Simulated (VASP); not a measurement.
Input of a VASP 6.6.1 run:

The input INCAR:

```
SYSTEM = NaCl
  PREC = Accurate
  ENCUT = 500
  EDIFF = 1E-6
  ISMEAR = 0
  SIGMA = 0.1
  LREAL = .False.
  LASPH = .True.
  NELM = 200
  ALGO = Normal
  ISIF = 2
  LWAVE = .False.
  LCHARG = .False.
  LDAU = .True.
  LDAUTYPE = 2
  LDAUL = -1 1
  LDAUU = 0 5.9
  LDAUJ = 0 0
  LDAUPRINT = 1
  GGA = PE
  NBANDS = 14
  GGA_COMPAT = .False.
```

File KPOINTS:

```
regular mesh
0
Gamma
  6 6 6
  0 0 0
```

POSCAR

```
NaCl
1.0
    3.5021900000      0.0000000000      0.0000000000
    0.0000000000      3.5021900000      0.0000000000
    0.0000000000      0.0000000000      3.5021900000
Na Cl
1 1
Direct
    0.0000000000      0.0000000000      0.0000000000
    0.5000000000      0.5000000000      0.5000000000
```

Potentials or basis: VASP PAW PBE potentials, release 64 (Na_pv, Cl).

The run is started by

```bash
$ cat potpaw_PBE.64/Na_pv/POTCAR potpaw_PBE.64/Cl/POTCAR > POTCAR
$ mpirun -np 1 vasp_std > vasp.out
```

Task: Predict the band gap on the k mesh.

Result: 4.32 eV (least direct gap 4.79 eV).

Task: Predict the pressure.

Result: -0.5 GPa.

A k mesh can miss the band edges.
